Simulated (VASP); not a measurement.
# KF (I4mm) in VASP: a series of runs

The runs below take KF through single point, with PBEsol.

Everything below comes from runs of VASP 6.6.1. Logs are shortened: lines on timing, memory, paths and dates and some standing lists are left out, and cuts for length are marked.

### Step 1. The cell of the first run

The structure is tetragonal, space group I4mm (No. 107). The conventional cell has a = 3.779 Å, b = 3.779 Å, c = 5.344 Å, α = 90.00°, β = 90.00°, γ = 90.00°. K (site symmetry 4mm) has 1 F at 1.55 Å within 2.1 Å. F (site symmetry 4mm) has 1 K at 1.55 Å within 2.1 Å.

### Step 2. Single point, PBEsol (shortest bond scaled by 0.58)

The input, INCAR:

```
SYSTEM = KF
  PREC = Accurate
  ENCUT = 520
  EDIFF = 1E-6
  ISMEAR = -1
  SIGMA = 0.03
  LREAL = .False.
  LASPH = .True.
  NELM = 60
  ALGO = Normal
  ISIF = 2
  LWAVE = .False.
  LCHARG = .False.
  GGA = PS
  NBANDS = 15
```

The input, KPOINTS:

```
Automatic mesh
0
Gamma
  8 8 8
  0 0 0
```

The input, POSCAR:

```
KF
1.0
    0.0000000000      2.6718500000      2.6718500000
    2.6718500000      0.0000000000      2.6718500000
    2.6718500000      2.6718500000      0.0000000000
K F
1 1
Direct
   -0.1050000000     -0.1050000000      0.1050000000
    0.6050000000      0.6050000000      0.3950000000
```

Potentials or basis: VASP PAW PBE potentials, release 64 (K_sv, F).

Command:

```bash
$ cat potpaw_PBE.64/K_sv/POTCAR potpaw_PBE.64/F/POTCAR > POTCAR
$ mpirun -np 1 vasp_std > vasp.out
```

OUTCAR:

```text
SYSTEM = KF
   PREC = Accurate
   ENCUT = 520
   EDIFF = 1E-6
   ISMEAR = -1
   LREAL = .False.
   LASPH = .True.
   NELM = 60
   ISIF = 2
   GGA = PS

 ion  position               nearest neighbor table
   1  0.895  0.895  0.105-   2 1.55
   2  0.605  0.605  0.395-   1 1.55

  LATTYP: Found a face centered cubic cell.
 ALAT       =     5.3437000000

  Lattice vectors:

 A1 = (   0.0000000000,   2.6718500000,   2.6718500000)
 A2 = (   2.6718500000,   0.0000000000,   2.6718500000)
 A3 = (   2.6718500000,   2.6718500000,   0.0000000000)

Analysis of symmetry for initial positions (statically):
=====================================================================
 Subroutine PRICEL returns:
 Original cell was already a primitive cell.

 Routine SETGRP: Setting up the symmetry group for a
 face centered cubic supercell.

 Subroutine GETGRP returns: Found  8 space group operations
 (whereof  8 operations were pure point group operations)
 out of a pool of 48 trial point group operations.

The static configuration has the point symmetry C_4v.

Analysis of symmetry for dynamics (positions and initial velocities):
=====================================================================
 Subroutine PRICEL returns:
 Original cell was already a primitive cell.

 Routine SETGRP: Setting up the symmetry group for a
 face centered cubic supercell.

 Subroutine GETGRP returns: Found  8 space group operations
 (whereof  8 operations were pure point group operations)
 out of a pool of 48 trial point group operations.

The dynamic configuration has the point symmetry C_4v.

 Subroutine INISYM returns: Found  8 space group operations
 (whereof  8 operations are pure point group operations),
 and found     1 'primitive' translations

----------------------------------------------------------------------------------------

                                     Primitive cell

  volume of cell :      38.1475

  direct lattice vectors                    reciprocal lattice vectors
     0.000000000  2.671850000  2.671850000    -0.187136254  0.187136254  0.187136254
     2.671850000  0.000000000  2.671850000     0.187136254 -0.187136254  0.187136254
     2.671850000  2.671850000  0.000000000     0.187136254  0.187136254 -0.187136254

  length of vectors
     3.778566507  3.778566507  3.778566507     0.324129500  0.324129500  0.324129500

  position of ions in fractional coordinates (direct lattice)
     0.895000000  0.895000000  0.105000000
     0.605000000  0.605000000  0.395000000

  ion indices of the primitive-cell ions
[... 85 lines left out ...]
   PSTRESS=    0.0 pullay stress
   NELECT =      16.0000    total number of electrons
   NUPDOWN=      -1.0000    fix difference up-down
   EMIN   =  10.00;   EMAX   =-10.00  energy-range for DOS
   EFERMI =   0.00;   METHOD = LEGACY
   ISMEAR =    -1;   SIGMA  =   0.03  broadening in eV -4-tet -1-fermi 0-gaus
   EFERMI_NEDOS =   21; number of points for ismear=-14 and -15
   IALGO  =     38    algorithm
   IMIX   =      4    mixing-type and parameters
     AMIX     =   0.40;   BMIX     =  1.00
     AMIX_MAG =   1.60;   BMIX_MAG =  1.00
  volume/ion in A,a.u.               =      19.07       128.72
  Fermi-wavevector in a.u.,A,eV,Ry     =   1.225442  2.315750 20.431978  1.501708
  Thomas-Fermi vector in A             =   2.360480
   LORBIT       =      0    0 simple, 1 ext, 2 COOP (PROOUT), +10 PAW based schemes
   GGA     = PS    functional components
   LHFCALC =     F    Hartree Fock is set to
   AEXX    =    0.0000 exact exchange contribution
   IVDW    =     0    specifies the selected vdW correction
   LEPSILON=     F    determine dielectric tensor
   LRPA    =     F    only Hartree local field effects (RPA)
 non-spin polarized calculation
  energy-cutoff  :      520.00
  volume of cell :       38.15
 maximum number of plane-waves:      1036
   NGX = 13   NGY = 13   NGZ = 13

 number of electron      16.0000002 magnetization

 Free energy of the ion-electron system (eV)
  ---------------------------------------------------
  ext. energy  EPLUGINS =         0.00000000
  ---------------------------------------------------
  free energy    TOTEN  =        -2.36553476 eV

  energy without entropy =       -2.36553476  energy(sigma->0) =       -2.36553476

 E-fermi :  -0.4165     XC(G=0):  -8.3095

 val. band max:       -1.1058492211   @ k =  -0.2500   0.3750   0.1250
 cond. band min:       2.7868977046   @ k =   0.0000   0.0000   0.0000
 fundamental gap:      3.8927469257
 Fermi energy:        -0.4164844703

 k-point     1 :       0.0000    0.0000    0.0000
  band No.  band energies     occupation
      1     -29.7288      2.00000
      2     -22.5917      2.00000
      3     -12.2536      2.00000
      4     -11.4561      2.00000
      5     -11.4561      2.00000
      6      -4.7874      2.00000
      7      -4.7874      2.00000
      8      -1.3070      2.00000
      9       2.7869      0.00000
     10       8.3562      0.00000
     11       9.9291      0.00000
     12      10.3874      0.00000
     13      10.3874      0.00000
     14      13.0741      0.00000
[... 401 lines left out ...]
      2     -23.0107      2.00000
      3     -12.1572      2.00000
      4     -11.7720      2.00000
      5     -11.6546      2.00000
      6      -4.3922      2.00000
      7      -4.2577      2.00000
      8      -1.4015      2.00000
      9       5.2926      0.00000
     10       6.3029      0.00000
     11       9.4886      0.00000
     12       9.8455      0.00000
     13      11.5641      0.00000
     14      11.9246      0.00000
     15      14.0828      0.00000

 [... further k-points ...]

------------------------ aborting loop because EDIFF is reached ----------------------------------------

  FORCE on cell =-STRESS in cart. coord.  units (eV):
  Direction    XX          YY          ZZ          XY          YZ          ZX
  --------------------------------------------------------------------------------------
  -------------------------------------------------------------------------------------
  Total        0.0728002      0.0728002     39.4248885      0.0000000      0.0000000      0.0000000
  in kB        3.0575739      3.0575739   1655.8265492      0.0000000      0.0000000      0.0000000
  external PRESSURE =     553.9805656 kB  Pullay stress =       0.0000000 kB

 VOLUME and BASIS-vectors are now :
 -----------------------------------------------------------------------------
  energy-cutoff  :      520.00
  volume of cell :       38.15
      direct lattice vectors                 reciprocal lattice vectors
     0.000000000  2.671850000  2.671850000    -0.187136254  0.187136254  0.187136254
     2.671850000  0.000000000  2.671850000     0.187136254 -0.187136254  0.187136254
     2.671850000  2.671850000  0.000000000     0.187136254  0.187136254 -0.187136254

 POSITION                                       TOTAL-FORCE (eV/Angst)
 -----------------------------------------------------------------------------------
      2.67185      2.67185      4.78261         0.000000      0.000000     25.457526
      2.67185      2.67185      3.23294         0.000000      0.000000    -25.457526
 -----------------------------------------------------------------------------------
    total drift:                               -0.000001     -0.000001     -0.000294

  FREE ENERGIE OF THE ION-ELECTRON SYSTEM (eV)
  ---------------------------------------------------
  free  energy   TOTEN  =        -2.3655347616 eV

  energy  without entropy=       -2.3655347616  energy(sigma->0) =       -2.36553476
```

It took 60 s on 1 thread of Intel Xeon Platinum 8175M at 2.50GHz (Skylake/Cascade Lake), shared host; peak memory 0.17 GiB.

Results:

```yaml
Free_energy: -2.3655 eV
Pressure: 55.4 GPa
Largest_force: 25.458 eV/Å
Band_gap_on_the_k_mesh: 3.89 eV (least direct gap 4.09 eV)
```

Forces on the atoms (eV/Å):
```
K     0.000   0.000  25.458
F     0.000   0.000 -25.458
```

Stress tensor (GPa, compression positive):
```
  0.31   0.00   0.00
  0.00   0.31   0.00
  0.00   0.00 165.58
```

Caveat: the cell differs from its parent crystal (shortest bond scaled by 0.58); the cell stands under pressure; the PAW data sets were made with another functional, which shifts forces and pressure a little. A k mesh can miss the band edges.

### Step 3. Single point, PBEsol (shortest bond scaled by 0.58)

The input, INCAR:

```
PREC     = Accurate       # precision mode
ENCUT    = 520            # plane-wave cutoff, eV
EDIFF    = 1E-6           # SCF threshold, eV
ISMEAR   = -1             # smearing method
SIGMA    = 0.03           # smearing width, eV
LREAL    = False          # projectors in reciprocal space
LASPH    = True           # aspherical terms in the spheres
NELM     = 100            # most SCF steps
ALGO     = Normal         # electronic algorithm
ISIF     = 2              # what is computed and relaxed
LWAVE    = False          # write WAVECAR
LCHARG   = True           # write CHGCAR
GGA      = PS             # functional
LELF     = True           # ELF
LVHAR    = True         
NBANDS   = 15             # bands
```

The input, KPOINTS:

```
regular mesh
0
Gamma
  8 8 8
```

POSCAR is that of step 2.

Potentials or basis: VASP PAW PBE potentials, release 64 (K_sv, F).

Command:

```bash
$ cat potpaw_PBE.64/K_sv/POTCAR potpaw_PBE.64/F/POTCAR > POTCAR
$ mpirun -np 1 vasp_std > vasp.out
```

OUTCAR:

```text
PREC = Accurate
   ENCUT = 520
   EDIFF = 1E-6
   ISMEAR = -1
   LREAL = False
   LASPH = True
   NELM = 100
   ISIF = 2
   GGA = PS

 ion  position               nearest neighbor table
   1  0.895  0.895  0.105-   2 1.55
   2  0.605  0.605  0.395-   1 1.55

  LATTYP: Found a face centered cubic cell.
 ALAT       =     5.3437000000

  Lattice vectors:

 A1 = (   0.0000000000,   2.6718500000,   2.6718500000)
 A2 = (   2.6718500000,   0.0000000000,   2.6718500000)
 A3 = (   2.6718500000,   2.6718500000,   0.0000000000)

Analysis of symmetry for initial positions (statically):
=====================================================================
 Subroutine PRICEL returns:
 Original cell was already a primitive cell.

 Routine SETGRP: Setting up the symmetry group for a
 face centered cubic supercell.

 Subroutine GETGRP returns: Found  8 space group operations
 (whereof  8 operations were pure point group operations)
 out of a pool of 48 trial point group operations.

The static configuration has the point symmetry C_4v.

Analysis of symmetry for dynamics (positions and initial velocities):
[... 174 lines left out ...]
      8      -1.3070      2.00000
      9       2.7869      0.00000
     10       8.3562      0.00000
     11       9.9291      0.00000
     12      10.3874      0.00000
     13      10.3874      0.00000
     14      13.0741      0.00000
[... 401 lines left out ...]
      2     -23.0107      2.00000
      3     -12.1572      2.00000
      4     -11.7720      2.00000
      5     -11.6546      2.00000
      6      -4.3922      2.00000
      7      -4.2577      2.00000
      8      -1.4015      2.00000
      9       5.2926      0.00000
     10       6.3029      0.00000
     11       9.4886      0.00000
     12       9.8455      0.00000
     13      11.5641      0.00000
     14      11.9246      0.00000
     15      14.0828      0.00000

 [... further k-points ...]

------------------------ aborting loop because EDIFF is reached ----------------------------------------

  FORCE on cell =-STRESS in cart. coord.  units (eV):
  Direction    XX          YY          ZZ          XY          YZ          ZX
  --------------------------------------------------------------------------------------
  -------------------------------------------------------------------------------------
  Total        0.0728002      0.0728002     39.4248885      0.0000000      0.0000000      0.0000000
  in kB        3.0575739      3.0575739   1655.8265492      0.0000000      0.0000000      0.0000000
  external PRESSURE =     553.9805656 kB  Pullay stress =       0.0000000 kB

 VOLUME and BASIS-vectors are now :
 -----------------------------------------------------------------------------
  energy-cutoff  :      520.00
  volume of cell :       38.15
      direct lattice vectors                 reciprocal lattice vectors
     0.000000000  2.671850000  2.671850000    -0.187136254  0.187136254  0.187136254
     2.671850000  0.000000000  2.671850000     0.187136254 -0.187136254  0.187136254
     2.671850000  2.671850000  0.000000000     0.187136254  0.187136254 -0.187136254

 POSITION                                       TOTAL-FORCE (eV/Angst)
 -----------------------------------------------------------------------------------
      2.67185      2.67185      4.78261         0.000000      0.000000     25.457526
      2.67185      2.67185      3.23294         0.000000      0.000000    -25.457526
 -----------------------------------------------------------------------------------
    total drift:                               -0.000001     -0.000001     -0.000294

  FREE ENERGIE OF THE ION-ELECTRON SYSTEM (eV)
  ---------------------------------------------------
  free  energy   TOTEN  =        -2.3655347616 eV

  energy  without entropy=       -2.3655347616  energy(sigma->0) =       -2.36553476
```

stdout:

```text
POSCAR found type information on POSCAR K F
 POSCAR found :  2 types and       2 ions
 scaLAPACK will be used
 -----------------------------------------------------------------------------
|                                                                             |
|                                                                             |
|     You enforced a specific xc type in the INCAR file but a different       |
|     I HOPE YOU KNOW WHAT YOU ARE DOING!                                     |
|                                                                             |
 -----------------------------------------------------------------------------

 LDA part: xc-table for (Slater+PW92), standard interpolation
 POSCAR, INCAR and KPOINTS ok, starting setup
 FFT: planning ... GRIDC
 FFT: planning ... GRID_SOFT
 FFT: planning ... GRID
 WAVECAR not read
 entering main loop
```

Wall time 51 s (1 thread of Intel Xeon Platinum 8175M at 2.50GHz (Skylake/Cascade Lake), shared host); peak memory 0.17 GiB.

Results:

* Free energy: -2.3655 eV
* Pressure: 55.4 GPa
* Largest force: 25.458 eV/Å
* Band gap on the k mesh: 3.89 eV (least direct gap 4.09 eV)

Forces on the atoms (eV/Å):
```
K     0.000   0.000  25.458
F     0.000   0.000 -25.458
```

Caveat: the cell differs from its parent crystal (shortest bond scaled by 0.58); the cell stands under pressure; the PAW data sets were made with another functional, which shifts forces and pressure a little. A k mesh can miss the band edges.
